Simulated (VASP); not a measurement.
# Zn2GeO3 (P4/mmm) in VASP: relaxation of cell and atoms with PBE

Aim: the relaxation of cell and atoms of Zn2GeO3 with PBE.

All numbers are computed with VASP 6.6.1; they aren't measurements. Logs are shortened: lines on timing, memory, paths and dates and some standing lists are left out, and cuts for length are marked.

## 1. The cell of the first run

The structure is tetragonal, space group P4/mmm (No. 123). Conventional cell: a = 2.936 Å, b = 2.936 Å, c = 10.927 Å, α = 90.00°, β = 90.00°, γ = 90.00°. Within 3.3 Å of Zn (site symmetry 4mm) lie 4 Ge at 2.53 Å and 5 Zn at 2.88 to 2.94 Å and 4 O at 3.04 Å. Ge (site symmetry 4/mmm) has 8 Zn at 2.53 Å and 4 Ge at 2.94 Å within 3.3 Å. O (site symmetry 4mm) has 9 O at 2.75 to 3.60 Å and 4 Zn at 3.04 Å and 1 Ge at 3.66 Å within 3.7 Å. O (site symmetry 4/mmm) has 12 O at 2.75 to 2.94 Å within 3.6 Å.

The cell was generated, and may not be a known phase.

## 2. Relaxation of cell and atoms, PBE

INCAR

```
SYSTEM = Zn2GeO3
PREC     = Accurate       ! precision mode
ENCUT    = 600            ! plane-wave cutoff, eV
EDIFF    = 1E-6           ! SCF threshold, eV
ISMEAR   = 0              ! smearing method
SIGMA    = 0.1            ! smearing width, eV
LREAL    = .False.        ! projectors in reciprocal space
LASPH    = .True.         ! aspherical terms in the spheres
NELM     = 100            ! most SCF steps
ALGO     = Normal         ! electronic algorithm
ISIF     = 3              ! what is computed and relaxed
LWAVE    = .False.        ! write WAVECAR
LCHARG   = .False.        ! write CHGCAR
GGA      = PE             ! functional
IBRION   = 2              ! ionic algorithm
NSW      = 90             ! ionic steps
EDIFFG   = -0.04          ! ionic threshold
```

KPOINTS

```
Automatic mesh
0
Gamma
  6 6 2
  0 0 0
```

POSCAR

```
Zn2GeO3
1.0
    2.9364775500      0.0000000000      0.0000000000
    0.0000000000      2.9364775500      0.0000000000
    0.0000000000      0.0000000000     10.9272190000
Zn Ge O
2 1 3
Direct
    0.5000000000      0.5000000000      0.8681410000
    0.5000000000      0.5000000000      0.1318590000
    0.0000000000      0.0000000000      0.0000000000
    0.0000000000      0.0000000000      0.6647679800
    0.0000000000      0.0000000000      0.3352320200
    0.5000000000      0.5000000000      0.5000000000
```

Potentials or basis: VASP PAW PBE potentials, release 64 (Zn, Ge_d, O).

Run with:

```sh
> cat potpaw_PBE.64/Zn/POTCAR potpaw_PBE.64/Ge_d/POTCAR potpaw_PBE.64/O/POTCAR > POTCAR
> mpirun -np 1 vasp_std > vasp.out
```

OUTCAR:

```text
SYSTEM = Zn2GeO3
   PREC = Accurate
   ENCUT = 600
   EDIFF = 1E-6
   ISMEAR = 0
   LREAL = .False.
   LASPH = .True.
   NELM = 100
   ISIF = 3
   GGA = PE
   IBRION = 2
   NSW = 90
   EDIFFG = -0.04

 ion  position               nearest neighbor table
   1  0.500  0.500  0.868-   3 2.53   3 2.53   3 2.53   3 2.53   2 2.88
   2  0.500  0.500  0.132-   3 2.53   3 2.53   3 2.53   3 2.53   1 2.88
   3  0.000  0.000  0.000-   1 2.53   2 2.53   1 2.53   2 2.53   1 2.53   2 2.53   1 2.53   2 2.53

   4  0.000  0.000  0.665-
   5  0.000  0.000  0.335-
   6  0.500  0.500  0.500-

  LATTYP: Found a simple tetragonal cell.
 ALAT       =     2.9364775500
 C/A-ratio  =     3.7211995712

  Lattice vectors:

 A1 = (   2.9364775500,   0.0000000000,   0.0000000000)
 A2 = (   0.0000000000,   2.9364775500,   0.0000000000)
 A3 = (   0.0000000000,   0.0000000000,  10.9272190000)

Analysis of symmetry for initial positions (statically):
=====================================================================
 Subroutine PRICEL returns:
 Original cell was already a primitive cell.

 Routine SETGRP: Setting up the symmetry group for a
 simple tetragonal supercell.

 Subroutine GETGRP returns: Found 16 space group operations
 (whereof 16 operations were pure point group operations)
 out of a pool of 16 trial point group operations.

The static configuration has the point symmetry D_4h.

Analysis of symmetry for dynamics (positions and initial velocities):
=====================================================================
 Subroutine PRICEL returns:
 Original cell was already a primitive cell.

 Routine SETGRP: Setting up the symmetry group for a
 simple tetragonal supercell.

 Subroutine GETGRP returns: Found 16 space group operations
 (whereof 16 operations were pure point group operations)
 out of a pool of 16 trial point group operations.

The dynamic configuration has the point symmetry D_4h.

 Subroutine INISYM returns: Found 16 space group operations
 (whereof 16 operations are pure point group operations),
 and found     1 'primitive' translations

----------------------------------------------------------------------------------------

                                     Primitive cell

  volume of cell :      94.2243

  direct lattice vectors                    reciprocal lattice vectors
     2.936477550  0.000000000  0.000000000     0.340544064  0.000000000  0.000000000
     0.000000000  2.936477550  0.000000000     0.000000000  0.340544064  0.000000000
     0.000000000  0.000000000 10.927219000     0.000000000  0.000000000  0.091514593

  length of vectors
     2.936477550  2.936477550 10.927219000     0.340544064  0.340544064  0.091514593

  position of ions in fractional coordinates (direct lattice)
     0.500000000  0.500000000  0.868141000
     0.500000000  0.500000000  0.131859000
     0.000000000  0.000000000  0.000000000
     0.000000000  0.000000000  0.664767980
     0.000000000  0.000000000  0.335232020
     0.500000000  0.500000000  0.500000000

  ion indices of the primitive-cell ions
   primitive index   ion index
                 1           1
                 2           2
                 3           3
                 4           4
                 5           5
                 6           6

----------------------------------------------------------------------------------------

 KPOINTS: Automatic mesh

Automatic generation of k-mesh.
 Grid dimensions read from file:
 generate k-points for:    6    6    2

 Generating k-lattice:

  Cartesian coordinates                     Fractional coordinates (reciprocal lattice)
     0.056757344  0.000000000  0.000000000     0.166666667  0.000000000  0.000000000
     0.000000000  0.056757344  0.000000000     0.000000000  0.166666667  0.000000000
     0.000000000  0.000000000  0.045757297     0.000000000  0.000000000  0.500000000

  Length of vectors
     0.056757344  0.056757344  0.045757297

  Shift w.r.t. Gamma in fractional coordinates (k-lattice)
     0.000000000  0.000000000  0.000000000

 Subroutine IBZKPT returns following result:
 ===========================================

 Found     20 irreducible k-points:

 Following reciprocal coordinates:
            Coordinates               Weight
  0.000000  0.000000  0.000000      1.000000
  0.166667  0.000000  0.000000      4.000000
  0.333333  0.000000  0.000000      4.000000
  0.500000  0.000000  0.000000      2.000000
  0.166667  0.166667  0.000000      4.000000
  0.333333  0.166667  0.000000      8.000000
[... 12 lines left out ...]
  0.500000  0.333333  0.500000      4.000000
  0.500000  0.500000  0.500000      1.000000
   k-points           NKPTS =     20   k-points in BZ     NKDIM =     20   number of bands    NBANDS=     33
   number of dos      NEDOS =    301   number of ions     NIONS =      6
   total plane-waves  NPLWV =  51840
   dimension x,y,z NGX =    24 NGY =   24 NGZ =   90
   dimension x,y,z NGXF=    48 NGYF=   48 NGZF=  180
   ions per type =               2   1   3
   NGX,Y,Z   is equivalent  to a cutoff of  13.59, 13.59, 13.69 a.u.
   NGXF,Y,Z  is equivalent  to a cutoff of  27.17, 27.17, 27.39 a.u.
 SYSTEM =  Zn2GeO3
   PREC   = accura    normal or accurate (medium, high low for compatibility)
   ISTART =      0    job   : 0-new  1-cont  2-samecut
   ICHARG =      2    charge: 1-file 2-atom 10-const
   ISPIN  =      1    spin polarized calculation?
   LNONCOLLINEAR =      F non collinear calculations
   LSORBIT =      F    spin-orbit coupling
   LASPH  =      T    aspherical Exc in radial PAW
   ENCUT  =  600.0 eV  44.10 Ry    6.64 a.u.   5.86  5.86 21.82*2*pi/ulx,y,z
   NELM   =    100;   NELMIN=  2; NELMDL= -5     # of ELM steps
   EDIFF  = 0.1E-05   stopping-criterion for ELM
   LREAL  =      F    real-space projection
   EDIFFG = -.4E-01   stopping-criterion for IOM
   NSW    =     90    number of steps for IOM
   IBRION =      2    ionic relax: 0-MD 1-quasi-New 2-CG
   NFREE  =      1    steps in history (QN), initial steepest desc. (CG)
   ISIF   =      3    stress and relaxation
   ISYM   =      2    0-nonsym 1-usesym 2-fastsym
   POTIM  = 0.5000    time-step for ionic-motion
   TEBEG  =    0.0;   TEEND  =   0.0 temperature during run
   PSTRESS=    0.0 pullay stress
   NELECT =      56.0000    total number of electrons
   NUPDOWN=      -1.0000    fix difference up-down
   EMIN   =  10.00;   EMAX   =-10.00  energy-range for DOS
   EFERMI =   0.00;   METHOD = LEGACY
   ISMEAR =     0;   SIGMA  =   0.10  broadening in eV -4-tet -1-fermi 0-gaus
   EFERMI_NEDOS =   21; number of points for ismear=-14 and -15
   IALGO  =     38    algorithm
   IMIX   =      4    mixing-type and parameters
     AMIX     =   0.40;   BMIX     =  1.00
     AMIX_MAG =   1.60;   BMIX_MAG =  1.00
  volume/ion in A,a.u.               =      15.70       105.98
  Fermi-wavevector in a.u.,A,eV,Ry     =   1.376416  2.601050 25.776538  1.894522
  Thomas-Fermi vector in A             =   2.501663
   LORBIT       =      0    0 simple, 1 ext, 2 COOP (PROOUT), +10 PAW based schemes
   GGA     = PE    functional components
   LHFCALC =     F    Hartree Fock is set to
   AEXX    =    0.0000 exact exchange contribution
   IVDW    =     0    specifies the selected vdW correction
   LEPSILON=     F    determine dielectric tensor
   LRPA    =     F    only Hartree local field effects (RPA)
 conjugate gradient relaxation of ions
 non-spin polarized calculation
 Gauss-broadening in eV      SIGMA  =   0.10
  energy-cutoff  :      600.00
  volume of cell :       94.22
 maximum number of plane-waves:      3176
 NGX is ok and might be reduce to    24
   NGX = 11   NGY = 11   NGZ = 43

--------------------------------------- Ionic step        1  -------------------------------------------

 number of electron      55.9999995 magnetization

 Free energy of the ion-electron system (eV)
  ---------------------------------------------------
  ext. energy  EPLUGINS =         0.00000000
  ---------------------------------------------------
  free energy    TOTEN  =       -11.37453540 eV

  energy without entropy =      -11.30760717  energy(sigma->0) =      -11.34107129

------------------------ aborting loop because EDIFF is reached ----------------------------------------

  FORCE on cell =-STRESS in cart. coord.  units (eV):
  Direction    XX          YY          ZZ          XY          YZ          ZX
  --------------------------------------------------------------------------------------
  -------------------------------------------------------------------------------------
  Total        1.7931570      1.7931570     -4.8690830      0.0000000     -0.0000000      0.0000000
  in kB       30.4905929     30.4905929    -82.7932141      0.0000000     -0.0000000      0.0000000
  external PRESSURE =      -7.2706761 kB  Pullay stress =       0.0000000 kB
[... 101 lines left out ...]
  FREE ENERGIE OF THE ION-ELECTRON SYSTEM (eV)
  ---------------------------------------------------
  free  energy   TOTEN  =       -16.8153422606 eV

  energy  without entropy=      -16.7635239886  energy(sigma->0) =      -16.78943312

[... ionic steps 4 to 24 ...]

--------------------------------------- Ionic step       25  -------------------------------------------

 number of electron      56.0000019 magnetization

------------------------ aborting loop because EDIFF is reached ----------------------------------------

  FORCE on cell =-STRESS in cart. coord.  units (eV):
  Direction    XX          YY          ZZ          XY          YZ          ZX
  --------------------------------------------------------------------------------------
  -------------------------------------------------------------------------------------
  Total        0.0649511      0.0649511     -0.0772127      0.0000000      0.0000000      0.0000000
  in kB        1.3937248      1.3937248     -1.6568346      0.0000000      0.0000000      0.0000000
  external PRESSURE =       0.3768717 kB  Pullay stress =       0.0000000 kB
[... 65 lines left out ...]
  energy  without entropy=      -26.2123610247  energy(sigma->0) =      -26.21964539

--------------------------------------- Ionic step       27  -------------------------------------------

 number of electron      56.0000027 magnetization

 Free energy of the ion-electron system (eV)
  ---------------------------------------------------
  ext. energy  EPLUGINS =         0.00000000
  ---------------------------------------------------
  free energy    TOTEN  =       -26.22963602 eV

  energy without entropy =      -26.21581305  energy(sigma->0) =      -26.22272454

 E-fermi :   2.7284     XC(G=0): -11.0615

 val. band max:        2.6635686598   @ k =   0.5000   0.3333   0.5000
 cond. band min:       2.7706144451   @ k =   0.0000   0.0000   0.0000
 fundamental gap:      0.1070457853
 Fermi energy:         2.7283950292

 k-point     1 :       0.0000    0.0000    0.0000
  band No.  band energies     occupation
      1     -21.8994      2.00000
      2     -21.8531      2.00000
      3     -21.7353      2.00000
      4     -21.7246      2.00000
      5     -21.7246      2.00000
      6     -16.0934      2.00000
[... 742 lines left out ...]
  FREE ENERGIE OF THE ION-ELECTRON SYSTEM (eV)
  ---------------------------------------------------
  free  energy   TOTEN  =       -26.2296360231 eV

  energy  without entropy=      -26.2158130482  energy(sigma->0) =      -26.22272454

 reached required accuracy - stopping structural energy minimisation
```

Wall time 39 min (1 thread of Intel Xeon Platinum 8488C (Sapphire Rapids), shared host); peak memory 0.27 GiB.

What came out:

| Item | Value |
| --- | --- |
| Free energy | -26.2296 eV |
| Relaxed volume | 12.42 Å³/atom |
| Relaxed cell | a = 2.831 Å, b = 2.831 Å, c = 9.303 Å, α = 90.00°, β = 90.00°, γ = 90.00° |
| Space group after relaxing (to 0.1 Å) | P4/mmm (No. 123) |
| Pressure after relaxing | 0.1 GPa |
| Largest force after relaxing | 0.018 eV/Å |
| Band gap on the k mesh | zero (bands 28 and 29 overlap by 0.48 eV) |

Forces in eV/Å, atoms in the order of the input:
```
Zn   0.000  0.000  0.010
Zn   0.000  0.000 -0.010
Ge   0.000  0.000  0.000
O    0.000  0.000 -0.018
O    0.000  0.000  0.018
O    0.000  0.000  0.000
```

Stress tensor (GPa, compression positive):
```
 0.28  0.00  0.00
 0.00  0.28  0.00
 0.00  0.00 -0.31
```

Final structure:
```cif
data_structure
_symmetry_space_group_name_H-M 'P 1'
_symmetry_Int_Tables_number 1
_cell_length_a 2.8307
_cell_length_b 2.8307
_cell_length_c 9.3029
_cell_angle_alpha 90.000
_cell_angle_beta 90.000
_cell_angle_gamma 90.000
_cell_volume 74.54
loop_
_atom_site_label
_atom_site_type_symbol
_atom_site_fract_x
_atom_site_fract_y
_atom_site_fract_z
_atom_site_occupancy
Zn1 Zn 0.50000 0.50000 0.69988 1
Zn2 Zn 0.50000 0.50000 0.30012 1
Ge1 Ge 0.00000 0.00000 0.00000 1
O1 O 0.00000 0.00000 0.78239 1
O2 O 0.00000 0.00000 0.21761 1
O3 O 0.50000 0.50000 0.50000 1
```

Caveat: the volume moved by over 15 % at a fixed basis, so the end points are rough.

The gap in the log of VASP goes by the Fermi energy; the results here count the filled bands.